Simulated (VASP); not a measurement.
# Se (Fm-3m) in VASP: notebook

Runs on Se. Level: r2SCAN. Tasks: single point.

Everything below comes from runs of VASP 6.6.1. Logs are shortened: lines on timing, memory, paths and dates and some standing lists are left out, and cuts for length are marked.

## Step 1: The cell of the first run

The structure is cubic, space group Fm-3m (No. 225). Conventional cell: a = 4.340 Å, b = 4.340 Å, c = 4.340 Å, α = 90.00°, β = 90.00°, γ = 90.00°. Se (site symmetry m-3m) has 12 Se at 3.07 Å within 4.0 Å.

This isn't the form of Se at room conditions, which is trigonal, of chains.

## Step 2: Single point, r2SCAN

POSCAR reads:

```
Se
1.0
    0.0000000000      2.1702437318      2.1702437318
    2.1702437318      0.0000000000      2.1702437318
    2.1702437318      2.1702437318      0.0000000000
Se
1
Direct
    0.0000000000      0.0000000000      0.0000000000
```

INCAR.step1 reads:

```
SYSTEM = Se
ALGO = Normal
EDIFF = 1E-4
ENCUT = 520
GGA = PE
ISMEAR = -1
LASPH = .True.
LCHARG = .False.
LREAL = .False.
LWAVE = .True.
NBANDS = 9
NELM = 60
PREC = Accurate
SIGMA = 0.1
```

INCAR.step2 reads:

```
SYSTEM = Se
ALGO = Normal
EDIFF = 1E-7
ENCUT = 520
ISIF = 2
ISMEAR = -1
ISTART = 1
LASPH = .True.
LCHARG = .True.
LELF = .True.
LMIXTAU = .True.
LREAL = .False.
LVHAR = .True.
LWAVE = .False.
METAGGA = R2SCAN
NBANDS = 9
NELM = 60
PREC = Accurate
SIGMA = 0.1
```

KPOINTS reads:

```
k-points
0
Gamma
  12 12 12
  0 0 0
```

Potentials or basis: VASP PAW PBE potentials, release 64 (Se).

Command:

```
cat potpaw_PBE.64/Se/POTCAR > POTCAR
cp INCAR.step1 INCAR
mpirun -np 1 vasp_std > vasp.out
cp INCAR.step2 INCAR
mpirun -np 1 vasp_std > vasp.out
```

OUTCAR:

```text
SYSTEM = Se
   EDIFF = 1E-7
   ENCUT = 520
   ISIF = 2
   ISMEAR = -1
   ISTART = 1
   LASPH = .True.
   LREAL = .False.
   METAGGA = R2SCAN
   NELM = 60
   PREC = Accurate

 ion  position               nearest neighbor table
   1  0.000  0.000  0.000-

  LATTYP: Found a face centered cubic cell.
 ALAT       =     4.3404874636

  Lattice vectors:

 A1 = (   0.0000000000,   2.1702437318,   2.1702437318)
 A2 = (   2.1702437318,   0.0000000000,   2.1702437318)
 A3 = (   2.1702437318,   2.1702437318,   0.0000000000)

Analysis of symmetry for initial positions (statically):
=====================================================================
 Subroutine PRICEL returns:
 Original cell was already a primitive cell.

 Routine SETGRP: Setting up the symmetry group for a
 face centered cubic supercell.

 Subroutine GETGRP returns: Found 48 space group operations
 (whereof 48 operations were pure point group operations)
 out of a pool of 48 trial point group operations.

The static configuration has the point symmetry O_h .

Analysis of symmetry for dynamics (positions and initial velocities):
=====================================================================
 Subroutine PRICEL returns:
 Original cell was already a primitive cell.

 Routine SETGRP: Setting up the symmetry group for a
 face centered cubic supercell.

 Subroutine GETGRP returns: Found 48 space group operations
 (whereof 48 operations were pure point group operations)
 out of a pool of 48 trial point group operations.

The dynamic configuration has the point symmetry O_h .

 Subroutine INISYM returns: Found 48 space group operations
 (whereof 48 operations are pure point group operations),
 and found     1 'primitive' translations

----------------------------------------------------------------------------------------

                                     Primitive cell

  volume of cell :      20.4435

  direct lattice vectors                    reciprocal lattice vectors
     0.000000000  2.170243732  2.170243732    -0.230388870  0.230388870  0.230388870
     2.170243732  0.000000000  2.170243732     0.230388870 -0.230388870  0.230388870
     2.170243732  2.170243732  0.000000000     0.230388870  0.230388870 -0.230388870

  length of vectors
     3.069188119  3.069188119  3.069188119     0.399045228  0.399045228  0.399045228

  position of ions in fractional coordinates (direct lattice)
     0.000000000  0.000000000  0.000000000

  ion indices of the primitive-cell ions
   primitive index   ion index
                 1           1

----------------------------------------------------------------------------------------

 KPOINTS: k-points

Automatic generation of k-mesh.
 Grid dimensions read from file:
 generate k-points for:   12   12   12

 Generating k-lattice:

  Cartesian coordinates                     Fractional coordinates (reciprocal lattice)
    -0.019199072  0.019199072  0.019199072     0.083333333  0.000000000  0.000000000
     0.019199072 -0.019199072  0.019199072     0.000000000  0.083333333  0.000000000
     0.019199072  0.019199072 -0.019199072     0.000000000  0.000000000  0.083333333

  Length of vectors
     0.033253769  0.033253769  0.033253769

  Shift w.r.t. Gamma in fractional coordinates (k-lattice)
     0.000000000  0.000000000  0.000000000

 Subroutine IBZKPT returns following result:
 ===========================================

 Found     72 irreducible k-points:

 Following reciprocal coordinates:
            Coordinates               Weight
  0.000000  0.000000  0.000000      1.000000
  0.083333  0.000000  0.000000      8.000000
  0.166667  0.000000  0.000000      8.000000
  0.250000  0.000000  0.000000      8.000000
  0.333333  0.000000  0.000000      8.000000
  0.416667  0.000000  0.000000      8.000000
[... 16 lines left out ...]
  0.500000  0.166667  0.000000     24.000000
 -0.416667  0.166667  0.000000     24.000000
 [... further k-points ...]
   k-points           NKPTS =     72   k-points in BZ     NKDIM =     72   number of bands    NBANDS=      9
   number of dos      NEDOS =    301   number of ions     NIONS =      1
   total plane-waves  NPLWV =  13824
   dimension x,y,z NGX =    24 NGY =   24 NGZ =   24
   dimension x,y,z NGXF=    48 NGYF=   48 NGZF=   48
   ions per type =               1
   NGX,Y,Z   is equivalent  to a cutoff of  13.00, 13.00, 13.00 a.u.
   NGXF,Y,Z  is equivalent  to a cutoff of  26.00, 26.00, 26.00 a.u.
 SYSTEM =  Se
   PREC   = accura    normal or accurate (medium, high low for compatibility)
   ISTART =      1    job   : 0-new  1-cont  2-samecut
   ICHARG =      0    charge: 1-file 2-atom 10-const
   ISPIN  =      1    spin polarized calculation?
   LNONCOLLINEAR =      F non collinear calculations
   LSORBIT =      F    spin-orbit coupling
   LASPH  =      T    aspherical Exc in radial PAW
   ENCUT  =  520.0 eV  38.22 Ry    6.18 a.u.   5.71  5.71  5.71*2*pi/ulx,y,z
   NELM   =     60;   NELMIN=  2; NELMDL=  0     # of ELM steps
   EDIFF  = 0.1E-06   stopping-criterion for ELM
   LREAL  =      F    real-space projection
   EDIFFG = 0.1E-05   stopping-criterion for IOM
   NSW    =      0    number of steps for IOM
   IBRION =     -1    ionic relax: 0-MD 1-quasi-New 2-CG
   NFREE  =      0    steps in history (QN), initial steepest desc. (CG)
   ISIF   =      2    stress and relaxation
   ISYM   =      2    0-nonsym 1-usesym 2-fastsym
   POTIM  = 0.5000    time-step for ionic-motion
   TEBEG  =    0.0;   TEEND  =   0.0 temperature during run
   PSTRESS=    0.0 pullay stress
   NELECT =       6.0000    total number of electrons
   NUPDOWN=      -1.0000    fix difference up-down
   EMIN   =  10.00;   EMAX   =-10.00  energy-range for DOS
   EFERMI =   0.00;   METHOD = LEGACY
   ISMEAR =    -1;   SIGMA  =   0.10  broadening in eV -4-tet -1-fermi 0-gaus
   EFERMI_NEDOS =   21; number of points for ismear=-14 and -15
   IALGO  =     38    algorithm
   IMIX   =      4    mixing-type and parameters
     AMIX     =   0.40;   BMIX     =  1.00
     AMIX_MAG =   1.60;   BMIX_MAG =  1.00
  volume/ion in A,a.u.               =      20.44       137.96
  Fermi-wavevector in a.u.,A,eV,Ry     =   1.087944  2.055917 16.104172  1.183623
  Thomas-Fermi vector in A             =   2.224115
   LORBIT       =      0    0 simple, 1 ext, 2 COOP (PROOUT), +10 PAW based schemes
   METAGGA = R2SCAN    functional components
   LHFCALC =     F    Hartree Fock is set to
   AEXX    =    0.0000 exact exchange contribution
   IVDW    =     0    specifies the selected vdW correction
   LEPSILON=     F    determine dielectric tensor
   LRPA    =     F    only Hartree local field effects (RPA)
 non-spin polarized calculation
  energy-cutoff  :      520.00
  volume of cell :       20.44
 maximum number of plane-waves:       568
   NGX = 11   NGY = 11   NGZ = 11

 number of electron       6.0000001 magnetization

 Free energy of the ion-electron system (eV)
  ---------------------------------------------------
  ext. energy  EPLUGINS =         0.00000000
  ---------------------------------------------------
  free energy    TOTEN  =       -13.42247725 eV

  energy without entropy =      -13.39238379  energy(sigma->0) =      -13.40743052

 E-fermi :   5.1117     XC(G=0): -11.0978

 val. band max:        5.0353289107   @ k =  -0.4167   0.3333   0.0000
 cond. band min:       5.1287366582   @ k =  -0.1667   0.1667   0.0000
 fundamental gap:      0.0934077475
 Fermi energy:         5.1116531092

 k-point     1 :       0.0000    0.0000    0.0000
  band No.  band energies     occupation
      1     -11.5350      2.00000
      2       8.2401      0.00000
      3       8.2401      0.00000
      4       8.2401      0.00000
      5      17.4182      0.00000
      6      17.7625      0.00000
      7      17.7625      0.00000
      8      17.7625      0.00000
      9      21.9527      0.00000

 k-point     2 :       0.0833    0.0000    0.0000
  band No.  band energies     occupation
      1     -11.3917      2.00000
      2       7.2860      0.00000
      3       8.1223      0.00000
      4       8.1223      0.00000
      5      17.0794      0.00000
      6      18.0310      0.00000
      7      18.0310      0.00000
      8      18.2829      0.00000
      9      22.7081      0.00000

 k-point     3 :       0.1667    0.0000    0.0000
  band No.  band energies     occupation
      1     -10.9693      2.00000
      2       5.1748      0.69455
      3       7.8294      0.00000
      4       7.8294      0.00000
      5      16.1037      0.00000
      6      18.5047      0.00000
      7      18.5047      0.00000
      8      20.0207      0.00000
      9      21.8159      0.00000

 k-point     4 :       0.2500    0.0000    0.0000
  band No.  band energies     occupation
      1     -10.2961      2.00000
      2       2.8020      2.00000
      3       7.4828      0.00000
      4       7.4828      0.00000
      5      15.3163      0.00000
      6      18.2774      0.00000
      7      18.2774      0.00000
      8      21.5668      0.00000
      9      22.3899      0.00000

 k-point     5 :       0.3333    0.0000    0.0000
  band No.  band energies     occupation
      1      -9.4454      2.00000
      2       0.6084      2.00000
      3       7.1821      0.00000
      4       7.1821      0.00000
      5      14.7816      0.00000
      6      17.5931      0.00000
      7      17.5931      0.00000
      8      21.2593      0.00000
      9      24.2171      0.00000

 k-point     6 :       0.4167    0.0000    0.0000
  band No.  band energies     occupation
      1      -8.6082      2.00000
      2      -1.0720      2.00000
      3       6.9845      0.00000
      4       6.9845      0.00000
      5      14.4791      0.00000
      6      17.0707      0.00000
      7      17.0707      0.00000
      8      20.6727      0.00000
      9      26.5735      0.00000
[... 169 lines left out ...]
 k-point    21 :       0.3333    0.1667    0.0000
  band No.  band energies     occupation
      1      -9.5542      2.00000
      2       2.1882      2.00000
      3       5.8813      0.00091
      4       6.0577      0.00016
      5      14.3889      0.00000
      6      16.3211      0.00000
      7      19.9523      0.00000
      8      20.5010      0.00000
      9      25.6020      0.00000

 k-point    22 :       0.4167    0.1667    0.0000
  band No.  band energies     occupation
      1      -8.7105      2.00000
      2       0.3301      2.00000
      3       5.2097      0.54561
      4       5.9430      0.00049
      5      14.0537      0.00000
      6      17.1177      0.00000
      7      19.6892      0.00000
      8      20.4248      0.00000
      9      25.2163      0.00000

 k-point    23 :       0.5000    0.1667    0.0000
  band No.  band energies     occupation
      1      -8.0054      2.00000
      2      -0.9504      2.00000
      3       4.6339      1.98331
      4       6.0438      0.00018
      5      14.0260      0.00000
      6      17.3896      0.00000
      7      18.9869      0.00000
      8      22.0053      0.00000
      9      24.8960      0.00000

 k-point    24 :      -0.4167    0.1667    0.0000
  band No.  band energies     occupation
      1      -7.8854      2.00000
      2      -1.1410      2.00000
      3       4.2513      1.99963
      4       6.3448      0.00001
      5      14.3705      0.00000
      6      17.3806      0.00000
      7      18.5560      0.00000
      8      23.3619      0.00000
      9      25.2122      0.00000

 [... further k-points ...]

------------------------ aborting loop because EDIFF is reached ----------------------------------------

  FORCE on cell =-STRESS in cart. coord.  units (eV):
  Direction    XX          YY          ZZ          XY          YZ          ZX
  --------------------------------------------------------------------------------------
  -------------------------------------------------------------------------------------
  Total       -0.0126552     -0.0126552     -0.0126552     -0.0000000     -0.0000000     -0.0000000
  in kB       -0.9918003     -0.9918003     -0.9918003     -0.0000000     -0.0000000     -0.0000000
  external PRESSURE =      -0.9918003 kB  Pullay stress =       0.0000000 kB

 VOLUME and BASIS-vectors are now :
 -----------------------------------------------------------------------------
  energy-cutoff  :      520.00
  volume of cell :       20.44
      direct lattice vectors                 reciprocal lattice vectors
     0.000000000  2.170243732  2.170243732    -0.230388870  0.230388870  0.230388870
     2.170243732  0.000000000  2.170243732     0.230388870 -0.230388870  0.230388870
     2.170243732  2.170243732  0.000000000     0.230388870  0.230388870 -0.230388870

 POSITION                                       TOTAL-FORCE (eV/Angst)
 -----------------------------------------------------------------------------------
      0.00000      0.00000      0.00000         0.000000     -0.000000      0.000000
 -----------------------------------------------------------------------------------
    total drift:                                0.000000     -0.000000     -0.000000

  FREE ENERGIE OF THE ION-ELECTRON SYSTEM (eV)
  ---------------------------------------------------
  free  energy   TOTEN  =       -13.4224772467 eV

  energy  without entropy=      -13.3923837915  energy(sigma->0) =      -13.40743052
```

Wall time 32 s (1 thread of Intel Xeon Platinum 8375C at 2.90GHz (Ice Lake), shared host); peak memory 0.15 GiB.

What came out:

```yaml
Free_energy: -13.4225 eV
Pressure: -0.1 GPa
Band_gap_on_the_k_mesh: zero (bands 3 and 4 overlap by 5.36 eV)
```

Levels at points of the mesh, in eV from the Fermi level:
| k point | band 1 | band 2 | band 3 | band 4 | band 5 | band 6 | band 7 | band 8 |
| --- | --- | --- | --- | --- | --- | --- | --- | --- |
| (0.00, 0.00, 0.00) | -16.65 | 3.13 | 3.13 | 3.13 | 12.31 | 12.65 | 12.65 | 12.65 |
| (0.50, 0.00, 0.00) | -13.33 | -6.86 | 1.80 | 1.80 | 9.27 | 11.77 | 11.77 | 15.34 |
| (0.50, 0.50, 0.00) | -12.03 | -6.01 | -0.85 | -0.85 | 5.63 | 6.50 | 23.62 | 25.01 |

Caveat: the PAW data sets were made with another functional, which shifts forces and pressure a little.

## Step 3: Single point, r2SCAN (17.99 Å³/atom)

This run uses another cell than the first one, of 17.99 Å³/atom.

POSCAR reads:

```
Se
1.0
    0.0000000000      2.0797097822      2.0797097822
    2.0797097822      0.0000000000      2.0797097822
    2.0797097822      2.0797097822      0.0000000000
Se
1
Direct
    0.0000000000      0.0000000000      0.0000000000
```

INCAR.step1 reads:

```
SYSTEM = Se
PREC = Accurate
ENCUT = 520
ISMEAR = -1
SIGMA = 0.1
LREAL = .FALSE.
LASPH = .TRUE.
NELM = 80
NBANDS = 9
GGA = PE
ALGO = Normal
EDIFF = 1E-4
LWAVE = .TRUE.
LCHARG = .FALSE.
```

INCAR.step2 reads:

```
SYSTEM = Se
PREC = Accurate
ENCUT = 520
EDIFF = 1E-6
ISMEAR = -1
SIGMA = 0.1
LREAL = .FALSE.
LASPH = .TRUE.
NELM = 80
ALGO = Normal
ISIF = 2
LWAVE = .FALSE.
LCHARG = .FALSE.
METAGGA = R2SCAN
LMIXTAU = .TRUE.
NBANDS = 9
ISTART = 1
```

KPOINTS reads:

```
regular mesh
0
G
  14 14 14
  0 0 0
```

Potentials or basis: VASP PAW PBE potentials, release 64 (Se).

Command:

```
cat potpaw_PBE.64/Se/POTCAR > POTCAR
cp INCAR.step1 INCAR
mpirun -np 1 vasp_std > vasp.out
cp INCAR.step2 INCAR
mpirun -np 1 vasp_std > vasp.out
```

It took 27 s on 1 thread of Intel Xeon Platinum 8375C at 2.90GHz (Ice Lake), shared host; peak memory 0.15 GiB.

The run converged. Its results:

- Free energy: -13.3427 eV
- Pressure: 11.5 GPa
- Band gap on the k mesh: zero (bands 3 and 4 overlap by 6.60 eV)

Levels at points of the mesh, in eV from the Fermi level:
```
           k point  band 1  band 2  band 3  band 4  band 5  band 6  band 7  band 8
(0.00, 0.00, 0.00)  -17.94    3.86    3.86    3.86   12.85   12.85   12.85   14.15
(0.50, 0.00, 0.00)  -13.81   -8.05    2.24    2.24    9.77   11.86   11.86   15.59
(0.50, 0.50, 0.00)  -12.12   -7.05   -1.01   -1.01    5.35    6.03   25.15   26.80
```

Caveat: the cell stands under pressure; the PAW data sets were made with another functional, which shifts forces and pressure a little.

[end of part 1 of 2]
